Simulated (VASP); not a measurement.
# MgO (Fm-3m) in VASP: further runs, part 2 of 2

VASP 6.6.1.

## Step 3: Relaxation of cell and atoms, PBEsol

The input, INCAR:

```
SYSTEM = MgO
PREC = Accurate
ENCUT = 600
EDIFF = 1E-6
ISMEAR = -1
SIGMA = 0.1
LREAL = .False.
LASPH = .True.
NELM = 80
ALGO = Normal
ISIF = 3
LWAVE = .False.
LCHARG = .False.
GGA = PS
IBRION = 2
NSW = 100
EDIFFG = -0.002
```

The input, KPOINTS:

```
regular mesh
0
Gamma
  16 16 16
  0 0 0
```

The input, POSCAR:

```
MgO
1.0
    0.0000000000      2.1085000000      2.1085000000
    2.1085000000      0.0000000000      2.1085000000
    2.1085000000      2.1085000000      0.0000000000
Mg O
1 1
Direct
    0.0000000000      0.0000000000      0.0000000000
    0.5000000000      0.5000000000      0.5000000000
```

Potentials or basis: VASP PAW PBE potentials, release 64 (Mg, O).

Run with:

```bash
$ cat potpaw_PBE.64/Mg/POTCAR potpaw_PBE.64/O/POTCAR > POTCAR
$ mpirun -np 1 vasp_std > vasp.out
```

OUTCAR:

```text
SYSTEM = MgO
   PREC = Accurate
   ENCUT = 600
   EDIFF = 1E-6
   ISMEAR = -1
   LREAL = .False.
   LASPH = .True.
   NELM = 80
   ISIF = 3
   GGA = PS
   IBRION = 2
   NSW = 100
   EDIFFG = -0.002

 ion  position               nearest neighbor table
   1  0.000  0.000  0.000-   2 2.11   2 2.11   2 2.11   2 2.11   2 2.11   2 2.11
   2  0.500  0.500  0.500-   1 2.11   1 2.11   1 2.11   1 2.11   1 2.11   1 2.11

  LATTYP: Found a face centered cubic cell.
 ALAT       =     4.2170000000

  Lattice vectors:

 A1 = (   0.0000000000,   2.1085000000,   2.1085000000)
 A2 = (   2.1085000000,   0.0000000000,   2.1085000000)
 A3 = (   2.1085000000,   2.1085000000,   0.0000000000)

Analysis of symmetry for initial positions (statically):
=====================================================================
 Subroutine PRICEL returns:
 Original cell was already a primitive cell.

 Routine SETGRP: Setting up the symmetry group for a
 face centered cubic supercell.

 Subroutine GETGRP returns: Found 48 space group operations
 (whereof 48 operations were pure point group operations)
 out of a pool of 48 trial point group operations.

The static configuration has the point symmetry O_h .

Analysis of symmetry for dynamics (positions and initial velocities):
=====================================================================
 Subroutine PRICEL returns:
 Original cell was already a primitive cell.

 Routine SETGRP: Setting up the symmetry group for a
 face centered cubic supercell.

 Subroutine GETGRP returns: Found 48 space group operations
 (whereof 48 operations were pure point group operations)
 out of a pool of 48 trial point group operations.

The dynamic configuration has the point symmetry O_h .

 Subroutine INISYM returns: Found 48 space group operations
 (whereof 48 operations are pure point group operations),
 and found     1 'primitive' translations
[... 120 lines left out ...]
   GGA     = PS    functional components
   LHFCALC =     F    Hartree Fock is set to
   AEXX    =    0.0000 exact exchange contribution
   IVDW    =     0    specifies the selected vdW correction
   LEPSILON=     F    determine dielectric tensor
   LRPA    =     F    only Hartree local field effects (RPA)
 conjugate gradient relaxation of ions
 non-spin polarized calculation
  energy-cutoff  :      600.00
  volume of cell :       18.75
 maximum number of plane-waves:       639
   NGX = 11   NGY = 11   NGZ = 11

--------------------------------------- Ionic step        1  -------------------------------------------

 number of electron       8.0000005 magnetization

 Free energy of the ion-electron system (eV)
  ---------------------------------------------------
  ext. energy  EPLUGINS =         0.00000000
  ---------------------------------------------------
  free energy    TOTEN  =       -12.51527613 eV

  energy without entropy =      -12.51527613  energy(sigma->0) =      -12.51527613

------------------------ aborting loop because EDIFF is reached ----------------------------------------

  FORCE on cell =-STRESS in cart. coord.  units (eV):
  Direction    XX          YY          ZZ          XY          YZ          ZX
  --------------------------------------------------------------------------------------
  -------------------------------------------------------------------------------------
  Total       -0.1220982     -0.1220982     -0.1220982     -0.0000000     -0.0000000      0.0000000
  in kB      -10.4344359    -10.4344359    -10.4344359     -0.0000000     -0.0000000      0.0000000
  external PRESSURE =     -10.4344359 kB  Pullay stress =       0.0000000 kB
[... 59 lines left out ...]
--------------------------------------- Ionic step        3  -------------------------------------------

 number of electron       8.0000005 magnetization

 Free energy of the ion-electron system (eV)
  ---------------------------------------------------
  ext. energy  EPLUGINS =         0.00000000
  ---------------------------------------------------
  free energy    TOTEN  =       -12.51567307 eV

  energy without entropy =      -12.51567307  energy(sigma->0) =      -12.51567307

 E-fermi :   5.1130     XC(G=0): -11.3245

 val. band max:        3.0879169040   @ k =   0.0000   0.0000   0.0000
 cond. band min:       7.7526787006   @ k =   0.0000   0.0000   0.0000
 fundamental gap:      4.6647617966
 Fermi energy:         5.1129861610

 k-point     1 :       0.0000    0.0000    0.0000
  band No.  band energies     occupation
      1     -14.1327      2.00000
      2       3.0879      2.00000
      3       3.0879      2.00000
      4       3.0879      2.00000
      5       7.7527      0.00000
      6      18.7389      0.00000
      7      18.7389      0.00000
      8      18.7389      0.00000
[... 243 lines left out ...]
 k-point    24 :      -0.0625    0.0625    0.0000
  band No.  band energies     occupation
      1     -14.0201      2.00000
      2       2.4311      2.00000
      3       2.9571      2.00000
      4       3.0400      2.00000
      5       8.4160      0.00000
      6      17.4257      0.00000
      7      18.9804      0.00000
      8      19.0014      0.00000

 [... further k-points ...]
[... 5 lines left out ...]
  --------------------------------------------------------------------------------------
  -------------------------------------------------------------------------------------
  Total        0.0001095      0.0001095      0.0001095      0.0000000      0.0000000      0.0000000
  in kB        0.0094152      0.0094152      0.0094152      0.0000000      0.0000000      0.0000000
  external PRESSURE =       0.0094152 kB  Pullay stress =       0.0000000 kB
[... 17 lines left out ...]
  FREE ENERGIE OF THE ION-ELECTRON SYSTEM (eV)
  ---------------------------------------------------
  free  energy   TOTEN  =       -12.5156730674 eV

  energy  without entropy=      -12.5156730672  energy(sigma->0) =      -12.51567307

 reached required accuracy - stopping structural energy minimisation
```

OSZICAR:

```text
N       E                     dE             d eps       ncg     rms          rms(c)
DAV:   1     0.157186060704E+02    0.15719E+02   -0.52221E+03  2664   0.100E+03
DAV:   2    -0.134867015443E+02   -0.29205E+02   -0.27402E+02  2848   0.149E+02
DAV:   3    -0.138980895637E+02   -0.41139E+00   -0.41139E+00  3008   0.201E+01
DAV:   4    -0.138986246314E+02   -0.53507E-03   -0.53507E-03  3152   0.697E-01
[... 16 lines left out ...]
DAV:   1    -0.125159698763E+02   -0.34694E-03   -0.63916E-03  2336   0.822E-01    0.130E-01
DAV:   2    -0.125156765564E+02    0.29332E-03   -0.21131E-03  2336   0.341E-01    0.125E-02
DAV:   3    -0.125156751241E+02    0.14323E-05   -0.17515E-05  2592   0.518E-02    0.776E-03
DAV:   4    -0.125156732500E+02    0.18741E-05   -0.15264E-06  1280   0.131E-02    0.168E-03
DAV:   5    -0.125156730674E+02    0.18260E-06   -0.17506E-07  1280   0.349E-03
   3 F= -.12515673E+02 E0= -.12515673E+02  d E =-.396942E-03
```

It took 56 s on 1 thread of Intel Xeon Platinum 8375C at 2.90GHz (Ice Lake), shared host; peak memory 0.17 GiB.

Results:

| Item | Value |
| --- | --- |
| Free energy | -12.5157 eV |
| Relaxed volume | 9.31 Å³/atom |
| Relaxed cell | a = 2.975 Å, b = 2.975 Å, c = 2.975 Å, α = 60.00°, β = 60.00°, γ = 60.00° |
| Space group after relaxing (to 0.05 Å) | Fm-3m (No. 225) |
| Energy gained by relaxing | 0.2 meV/atom |
| Ionic steps | 3 |
| Pressure after relaxing | 0.0 GPa |
| Band gap on the k mesh | 4.66 eV, direct |

Step by step:
| step | energy change (eV) | largest force (eV/Å) | pressure (GPa) | volume (Å³) |
| --- | --- | --- | --- | --- |
| 1 | 0.0000 | 0.0000 | -1.04 | 18.75 |
| 2 | -0.0003 | 0.0000 | 0.38 | 18.58 |
| 3 | -0.0004 | 0.0000 | 0.00 | 18.63 |

Final structure:
```cif
data_structure
_symmetry_space_group_name_H-M 'P 1'
_symmetry_Int_Tables_number 1
_cell_length_a 2.9754
_cell_length_b 2.9754
_cell_length_c 2.9754
_cell_angle_alpha 60.000
_cell_angle_beta 60.000
_cell_angle_gamma 60.000
_cell_volume 18.63
loop_
_atom_site_label
_atom_site_type_symbol
_atom_site_fract_x
_atom_site_fract_y
_atom_site_fract_z
_atom_site_occupancy
Mg1 Mg 0.00000 0.00000 0.00000 1
O1 O 0.50000 0.50000 0.50000 1
```

Caveat: the PAW data sets were made with another functional, which shifts forces and pressure a little.
